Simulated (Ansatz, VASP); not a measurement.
## Two plane-wave programs on Hf3C2

```
CELL_PARAMETERS angstrom
3.28479 0.00000 0.00000
-1.64240 2.84471 0.00000
0.00000 0.00000 16.40514
ATOMIC_POSITIONS crystal
Hf 0.33333 0.66667 0.84465
Hf 0.66667 0.33333 0.34465
Hf 0.66667 0.33333 0.15535
Hf 0.33333 0.66667 0.65535
Hf 0.00000 0.00000 0.00000
Hf 0.00000 0.00000 0.50000
C 0.66667 0.33333 0.91516
C 0.33333 0.66667 0.41516
C 0.66667 0.33333 0.58484
C 0.33333 0.66667 0.08484
```

Change from the starting cell: species swapped into the Ti3C2 type (P6_3/mmc, No. 194).

Alike in both runs: functional PBE; k mesh 12 × 12 × 2; occupations gaussian, width 0.1 eV; no spin polarisation.

Ansatz relaxed the structure, and its values are those at the end. VASP's run is a single point on that final structure, the one shown.

|  | VASP | Ansatz |
| --- | --- | --- |
| version | VASP 6.6.1 | Ansatz 0.2.0 |
| potentials or method | VASP PAW PBE potentials, release 64 (Hf_pv, C), cutoff 520 eV | scalar-relativistic, plane waves, PAW |
| valence electrons in the cell | 76 | 172 |

|  | VASP | Ansatz | Ansatz less VASP |
| --- | --- | --- | --- |
| gap on the k mesh at the Fermi level (eV) | none | none | - |
| pressure (GPa) | -0.7 | 0.0 | +0.68 |
| rms of the force components (eV/Å) | 0.025 | 0.000 | -0.0246 |

A gap of «none» marks a metal or a gap that the smearing closes. VASP's potentials hold 76 valence electrons a cell and Ansatz's 172, so a difference there can come from the potentials and not from the codes.

Neither program's run includes spin-orbit coupling.
